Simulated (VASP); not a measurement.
Set up this calculation in VASP 6.6.1, as the native input.

```
Task                   : single point
Functional             : PBE
Potentials or basis    : VASP PAW PBE potentials, release 64 (Hg, Te)
Cutoff                 : 520 eV
k mesh                 : 12 × 12 × 12
Occupations            : gaussian, width 0.1 eV
Spin                   : no spin polarisation
Dipole correction      : no
Further INCAR settings : ALGO = Normal; EDIFF = 1e-06; NBANDS = 16
```

The structure of HgTe lies in POSCAR:

```
HgTe
1.0
    0.0000000000      3.3593446725      3.3593446725
    3.3593446725      0.0000000000      3.3593446725
    3.3593446725      3.3593446725      0.0000000000
Hg Te
1 1
Direct
    0.0000000000      0.0000000000      0.0000000000
    0.2500000000      0.2500000000      0.2500000000
```

The input as run:

INCAR

```
ALGO = Normal
EDIFF = 1E-6
ENCUT = 520
GGA = PE
ISIF = 2
ISMEAR = 0
LASPH = T
LCHARG = T
LELF = T
LREAL = F
LVHAR = T
LWAVE = F
NBANDS = 16
NELM = 100
PREC = Accurate
SIGMA = 0.1
```

KPOINTS

```
k-points
0
Gamma
  12 12 12
```

Potentials or basis: VASP PAW PBE potentials, release 64 (Hg, Te).

Command:

```sh
$ cat potpaw_PBE.64/Hg/POTCAR potpaw_PBE.64/Te/POTCAR > POTCAR
$ mpirun -np 1 vasp_std > vasp.out
```

Results of the run:

```json
{
  "Pressure": "-0.9 GPa",
  "Band gap on the k mesh": "zero (filled and empty bands touch)"
}
```

Caveat: semilocal functionals underestimate gaps, and a narrow one can read as zero; spin-orbit coupling is left out, which moves the levels of the heavy elements.

Run time: 68 s on 1 thread of Intel(R) Xeon(R) Platinum 8259CL CPU @ 2.50GHz (Skylake/Cascade Lake), with other jobs on the host, peak memory 0.26 GiB.
